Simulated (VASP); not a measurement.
# AlSn (P6/mmm) in VASP: a series of runs

The runs below take AlSn through single point, with PBE.

Program: VASP 6.6.1. These are calculated values, not measurements. Logs are shortened: lines on timing, memory, paths and dates and some standing lists are left out, and cuts for length are marked.

## Step 1: The cell of the first run

It takes space group P6/mmm (No. 191, hexagonal). The conventional cell has a = 6.216 Å, b = 6.216 Å, c = 4.495 Å, α = 90.00°, β = 90.00°, γ = 120.00°. Al (site symmetry 6/mmm) has 6 Sn at 3.11 Å and 6 Al at 3.59 Å within 4.1 Å. Within 2.4 Å of Al (site symmetry -6m2) lie 3 Sn at 1.79 Å. Sn (site symmetry mmm) has 2 Al at 1.79 Å within 2.4 Å.

The cell was built from a structure type or drawn by symmetry, and may not be a known phase.

## Step 2: Single point, PBE

INCAR

```
SYSTEM = AlSn
PREC = Accurate
ENCUT = 520
EDIFF = 1E-6
ISMEAR = 0
SIGMA = 0.1
LREAL = .False.
LASPH = .True.
NELM = 100
ALGO = Normal
ISIF = 2
LWAVE = .False.
LCHARG = .True.
GGA = PE
LELF = .True.
LVHAR = .True.
NBANDS = 34
```

KPOINTS

```
Automatic mesh
0
Gamma
  3 3 4
  0 0 0
```

POSCAR

```
AlSn
1.0
    6.2158996900      0.0000000000      0.0000000000
   -3.1079498400      5.3831270400      0.0000000000
    0.0000000000      0.0000000000      4.4946594700
Al Sn
3 3
Direct
    0.0000000000      0.0000000000      0.0000000000
    0.3333333300      0.6666666700      0.0000000000
    0.6666666700      0.3333333300      0.0000000000
    0.5000000000      0.0000000000      0.0000000000
    0.0000000000      0.5000000000      0.0000000000
    0.5000000000      0.5000000000      0.0000000000
```

Potentials or basis: VASP PAW PBE potentials, release 64 (Al, Sn_d).

Started as:

```
$ cat potpaw_PBE.64/Al/POTCAR potpaw_PBE.64/Sn_d/POTCAR > POTCAR
$ mpirun -np 1 vasp_std > vasp.out
```

OUTCAR:

```text
SYSTEM = AlSn
   PREC = Accurate
   ENCUT = 520
   EDIFF = 1E-6
   ISMEAR = 0
   LREAL = .False.
   LASPH = .True.
   NELM = 100
   ISIF = 2
   GGA = PE

 ion  position               nearest neighbor table
   1  0.000  0.000  0.000-   5 3.11   5 3.11   4 3.11   4 3.11   6 3.11   6 3.11
   2  0.333  0.667  0.000-   4 1.79   5 1.79   6 1.79
   3  0.667  0.333  0.000-   4 1.79   5 1.79   6 1.79
   4  0.500  0.000  0.000-   2 1.79   3 1.79   6 3.11   6 3.11   1 3.11   1 3.11   5 3.11   5 3.11

   5  0.000  0.500  0.000-   2 1.79   3 1.79   1 3.11   1 3.11   6 3.11   6 3.11   4 3.11   4 3.11

   6  0.500  0.500  0.000-   2 1.79   3 1.79   4 3.11   4 3.11   5 3.11   5 3.11   1 3.11   1 3.11

  LATTYP: Found a hexagonal cell.
 ALAT       =     6.2158996900
 C/A-ratio  =     0.7230907341

  Lattice vectors:

 A1 = (   6.2158996900,   0.0000000000,   0.0000000000)
 A2 = (  -3.1079498400,   5.3831270400,   0.0000000000)
 A3 = (   0.0000000000,   0.0000000000,   4.4946594700)

Analysis of symmetry for initial positions (statically):
=====================================================================
 Subroutine PRICEL returns:
 Original cell was already a primitive cell.

 Routine SETGRP: Setting up the symmetry group for a
 hexagonal supercell.

 Subroutine GETGRP returns: Found 24 space group operations
 (whereof 24 operations were pure point group operations)
 out of a pool of 24 trial point group operations.

The static configuration has the point symmetry D_6h.

Analysis of symmetry for dynamics (positions and initial velocities):
=====================================================================
 Subroutine PRICEL returns:
 Original cell was already a primitive cell.

 Routine SETGRP: Setting up the symmetry group for a
 hexagonal supercell.

 Subroutine GETGRP returns: Found 24 space group operations
 (whereof 24 operations were pure point group operations)
 out of a pool of 24 trial point group operations.

The dynamic configuration has the point symmetry D_6h.

 Subroutine INISYM returns: Found 24 space group operations
 (whereof 24 operations are pure point group operations),
 and found     1 'primitive' translations

----------------------------------------------------------------------------------------

                                     Primitive cell

[... 82 lines left out ...]
   EDIFF  = 0.1E-05   stopping-criterion for ELM
   LREAL  =      F    real-space projection
   EDIFFG = 0.1E-04   stopping-criterion for IOM
   NSW    =      0    number of steps for IOM
   IBRION =     -1    ionic relax: 0-MD 1-quasi-New 2-CG
   NFREE  =      0    steps in history (QN), initial steepest desc. (CG)
   ISIF   =      2    stress and relaxation
   ISYM   =      2    0-nonsym 1-usesym 2-fastsym
   POTIM  = 0.5000    time-step for ionic-motion
   TEBEG  =    0.0;   TEEND  =   0.0 temperature during run
   PSTRESS=    0.0 pullay stress
   NELECT =      51.0000    total number of electrons
   NUPDOWN=      -1.0000    fix difference up-down
   EMIN   =  10.00;   EMAX   =-10.00  energy-range for DOS
   EFERMI =   0.00;   METHOD = LEGACY
   ISMEAR =     0;   SIGMA  =   0.10  broadening in eV -4-tet -1-fermi 0-gaus
   EFERMI_NEDOS =   21; number of points for ismear=-14 and -15
   IALGO  =     38    algorithm
   IMIX   =      4    mixing-type and parameters
     AMIX     =   0.40;   BMIX     =  1.00
     AMIX_MAG =   1.60;   BMIX_MAG =  1.00
  volume/ion in A,a.u.               =      25.07       169.15
  Fermi-wavevector in a.u.,A,eV,Ry     =   1.141615  2.157340 17.732273  1.303285
  Thomas-Fermi vector in A             =   2.278315
   LORBIT       =      0    0 simple, 1 ext, 2 COOP (PROOUT), +10 PAW based schemes
   GGA     = PE    functional components
   LHFCALC =     F    Hartree Fock is set to
   AEXX    =    0.0000 exact exchange contribution
   IVDW    =     0    specifies the selected vdW correction
   LEPSILON=     F    determine dielectric tensor
   LRPA    =     F    only Hartree local field effects (RPA)
 non-spin polarized calculation
 Gauss-broadening in eV      SIGMA  =   0.10
  energy-cutoff  :      520.00
  volume of cell :      150.40
 maximum number of plane-waves:      4079
 NGX is ok and might be reduce to    48
   NGX = 23   NGY = 23   NGZ = 17

 number of electron      51.0000016 magnetization

 Free energy of the ion-electron system (eV)
  ---------------------------------------------------
  ext. energy  EPLUGINS =         0.00000000
  ---------------------------------------------------
  free energy    TOTEN  =        21.98515592 eV

  energy without entropy =       22.03949953  energy(sigma->0) =       22.01232773

 E-fermi :   6.1223     XC(G=0):  -8.9051

 val. band max:        6.0834564973   @ k =   0.3333   0.0000   0.2500
 cond. band min:       6.1289805720   @ k =   0.3333   0.0000   0.5000
 fundamental gap:      0.0455240747
 Fermi energy:         6.1223189225

 k-point     1 :       0.0000    0.0000    0.0000
  band No.  band energies     occupation
      1     -18.2218      2.00000
      2     -17.8394      2.00000
      3     -17.8394      2.00000
      4     -17.2978      2.00000
      5     -17.2978      2.00000
      6     -17.1562      2.00000
[... 322 lines left out ...]
     33       9.6101      0.00000
     34      13.5062      0.00000

------------------------ aborting loop because EDIFF is reached ----------------------------------------

  FORCE on cell =-STRESS in cart. coord.  units (eV):
  Direction    XX          YY          ZZ          XY          YZ          ZX
  --------------------------------------------------------------------------------------
  -------------------------------------------------------------------------------------
  Total      142.5149914    142.5149915     -1.6745980      0.0000001     -0.0000000      0.0000000
  in kB     1518.2235128   1518.2235135    -17.8396256      0.0000014     -0.0000000      0.0000000
  external PRESSURE =    1006.2024669 kB  Pullay stress =       0.0000000 kB

 VOLUME and BASIS-vectors are now :
 -----------------------------------------------------------------------------
  energy-cutoff  :      520.00
  volume of cell :      150.40
      direct lattice vectors                 reciprocal lattice vectors
     6.215899690  0.000000000  0.000000000     0.160877757  0.092882816  0.000000000
    -3.107949840  5.383127040  0.000000000     0.000000000  0.185765633  0.000000000
     0.000000000  0.000000000  4.494659470     0.000000000  0.000000000  0.222486265

 POSITION                                       TOTAL-FORCE (eV/Angst)
 -----------------------------------------------------------------------------------
      0.00000      0.00000      0.00000        -0.000000      0.000000      0.000000
     -0.00000      3.58875      0.00000        -0.000000      0.000000      0.000000
      3.10795      1.79438      0.00000         0.000000     -0.000000      0.000000
      3.10795      0.00000      0.00000        -0.000000      0.000000      0.000000
     -1.55397      2.69156      0.00000        -0.000000      0.000000      0.000000
      1.55397      2.69156      0.00000        -0.000000      0.000000      0.000000
 -----------------------------------------------------------------------------------
    total drift:                               -0.000000      0.000000      0.000000

  FREE ENERGIE OF THE ION-ELECTRON SYSTEM (eV)
  ---------------------------------------------------
  free  energy   TOTEN  =        21.9851559237 eV

  energy  without entropy=       22.0394995312  energy(sigma->0) =       22.01232773
```

OSZICAR:

```text
N       E                     dE             d eps       ncg     rms          rms(c)
DAV:   1     0.528892090290E+03    0.52889E+03   -0.24085E+04   628   0.190E+03
DAV:   2     0.900317438383E+02   -0.43886E+03   -0.42658E+03   612   0.511E+02
DAV:   3     0.209857840078E+02   -0.69046E+02   -0.67830E+02   734   0.185E+02
DAV:   4     0.174736006210E+02   -0.35122E+01   -0.34939E+01   692   0.454E+01
DAV:   5     0.173299598494E+02   -0.14364E+00   -0.14356E+00   952   0.869E+00    0.106E+01
DAV:   6     0.213601084333E+02    0.40301E+01   -0.52476E+00   678   0.938E+00    0.603E+00
DAV:   7     0.219598911180E+02    0.59978E+00   -0.24765E+00   740   0.684E+00    0.236E+00
DAV:   8     0.219777515912E+02    0.17860E-01   -0.25590E-01   778   0.276E+00    0.103E+00
DAV:   9     0.219835532002E+02    0.58016E-02   -0.12617E-02   910   0.536E-01    0.765E-01
DAV:  10     0.219855948750E+02    0.20417E-02   -0.46324E-03   774   0.363E-01    0.896E-02
DAV:  11     0.219852426954E+02   -0.35218E-03   -0.88576E-04   828   0.196E-01    0.437E-02
DAV:  12     0.219851641375E+02   -0.78558E-04   -0.15252E-04   680   0.751E-02    0.150E-02
DAV:  13     0.219851571310E+02   -0.70066E-05   -0.27095E-05   746   0.526E-02    0.417E-03
DAV:  14     0.219851550275E+02   -0.21034E-05   -0.40783E-06   590   0.109E-02    0.341E-03
DAV:  15     0.219851559237E+02    0.89614E-06   -0.82826E-07   472   0.979E-03
   1 F= 0.21985156E+02 E0= 0.22012328E+02  d E =-.543436E-01
```

stdout:

```text
POSCAR found type information on POSCAR AlSn
 POSCAR found :  2 types and       6 ions
 scaLAPACK will be used
 LDA part: xc-table for (Slater+PW92), standard interpolation
 POSCAR, INCAR and KPOINTS ok, starting setup
 FFT: planning ... GRIDC
 FFT: planning ... GRID_SOFT
 FFT: planning ... GRID
 WAVECAR not read
 entering main loop
```

Wall time 98 s (1 thread of Intel Xeon 8259CL, shared host); peak memory 0.27 GiB.

Results:

| Item | Value |
| --- | --- |
| Free energy | 21.9852 eV |
| Pressure | 100.6 GPa |
| Band gap on the k mesh | zero (an odd number of electrons rules out a gap without spin polarisation) |

Caveat: the k points lie up to 0.39 Å⁻¹ apart, too coarse for converged energies and pressures of a metal; atoms lie so close that the PAW spheres overlap strongly, which falsifies energies and pressures; spin-orbit coupling is left out, which moves the levels of the heavy elements.

(Part 1 of 2 ends here.)
